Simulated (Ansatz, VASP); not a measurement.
Sb4P: VASP beside Ansatz

```
Sb P
1.0
    -2.50244    2.50244    4.89983
     2.50244   -2.50244    4.89983
     2.50244    2.50244   -4.89983
Sb P
4 1
Direct
  0.23700 0.23700 0.00000
  0.76300 0.76300 0.00000
  0.50000 0.00000 0.50000
  0.00000 0.50000 0.50000
  0.00000 0.00000 0.00000
```

Change from the starting cell: species swapped into the SnF4 type (I4/mmm, No. 139).

Alike in both runs: task relaxation of cell and atoms; functional PBE; k mesh 6 × 6 × 6; occupations gaussian, width 0.1 eV; no spin polarisation.

|  | VASP | Ansatz |
| --- | --- | --- |
| version | VASP 6.6.1 | Ansatz 0.2.0 |
| potentials or method | VASP PAW PBE potentials, release 64 (Sb, P), cutoff 600 eV | scalar-relativistic, plane waves, PAW |
| valence electrons in the cell | 25 | 65 |

Ansatz gave:

| Quantity | Value |
| --- | --- |
| gap on the k mesh at the Fermi level, each at its own relaxed structure (eV) | none |
| relaxed volume (Å³/atom) | 26.83 |
| relaxed length of the cell vector where the two differ most in proportion (Å) | 5.897 |

Question: Estimate VASP's values.

Answer: gap on the k mesh at the Fermi level, each at its own relaxed structure (eV): none; relaxed volume (Å³/atom): 26.88; relaxed length of the cell vector where the two differ most in proportion (Å): 5.901.

A gap of «none» marks a metal or a gap that the smearing closes. VASP's potentials hold 25 valence electrons a cell and Ansatz's 65, so a difference there can come from the potentials and not from the codes.

Spin-orbit coupling is off throughout.
